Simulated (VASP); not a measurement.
Crystal: Cd.

```
Cd
1.0
     1.75500    1.75500    1.75500
    -1.75500    1.75500    1.75500
    -1.75500   -1.75500    1.75500
Cd
1
Direct
  0.00000 0.00000 0.00000
```

| Property | Result |
| --- | --- |
| Program | VASP 6.6.1 |
| Task | relaxation of cell and atoms |
| Functional | PBE |
| Potentials or basis | VASP PAW PBE potentials, release 64 (Cd) |
| Cutoff | 600 eV |
| k mesh | 8 × 8 × 8 |
| Occupations | gaussian, width 0.05 eV |
| Spin | no spin polarisation |

At the start: pressure 3.3 GPa; volume 21.62 Å³/atom.

Question: Where does the relaxation end?

Answer: Over 6 steps the energy falls by 16.1 meV/atom and the volume is 23.98 Å³/atom (+10.9 %); space group Im-3m (No. 229, to 0.05 Å).

The path:
| step | energy change (eV) | largest force (eV/Å) | pressure (GPa) | volume (Å³) |
| --- | --- | --- | --- | --- |
| 1 | 0.0000 | 0.0000 | 3.32 | 21.62 |
| 2 | -0.0143 | 0.0000 | 0.48 | 23.05 |
| 3 | -0.0150 | 0.0000 | 0.42 | 23.32 |
| 4 | -0.0161 | 0.0000 | 0.13 | 23.87 |
| 5 | -0.0161 | 0.0000 | -0.16 | 24.13 |
| 6 | -0.0161 | 0.0000 | 0.02 | 23.98 |

Final structure:
```
CELL_PARAMETERS angstrom
1.81668 1.81668 1.81668
-1.81668 1.81668 1.81668
-1.81668 -1.81668 1.81668
ATOMIC_POSITIONS crystal
Cd 0.00000 0.00000 0.00000
```
